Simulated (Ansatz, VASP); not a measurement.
# Two plane-wave programs on AlNi2

```
CELL_PARAMETERS angstrom
3.97768 0.00000 0.00000
-1.98884 3.44477 0.00000
0.00000 0.00000 2.53802
ATOMIC_POSITIONS crystal
Al 0.00000 0.00000 0.00000
Ni 0.33333 0.66667 0.50000
Ni 0.66667 0.33333 0.50000
```

Alike in both runs: functional r2SCAN; k mesh 12 × 12 × 18; occupations gaussian, width 0.1 eV; no spin polarisation.

Ansatz relaxed the structure, and its values are those at the end. VASP's run is a single point on that final structure, the one shown.

|  | VASP | Ansatz |
| --- | --- | --- |
| version | VASP 6.6.1 | Ansatz 0.2.0 |
| potentials or method | VASP PAW PBE potentials, release 64 (Al, Ni), cutoff 520 eV | scalar-relativistic, plane waves, PAW |
| valence electrons in the cell | 23 | 39 |

```csv
,VASP,Ansatz,Ansatz less VASP
gap on the k mesh at the Fermi level (eV),none,none,-
pressure (GPa),0.0,0.0,+0.03
```

VASP's potentials were made for PBE, not for r2SCAN. A gap of «none» marks a metal or a gap that the smearing closes. With one functional, cell and mesh, what is left measures potentials, basis and numerics. VASP's potentials hold 23 valence electrons a cell and Ansatz's 39, so a difference there can come from the potentials and not from the codes.
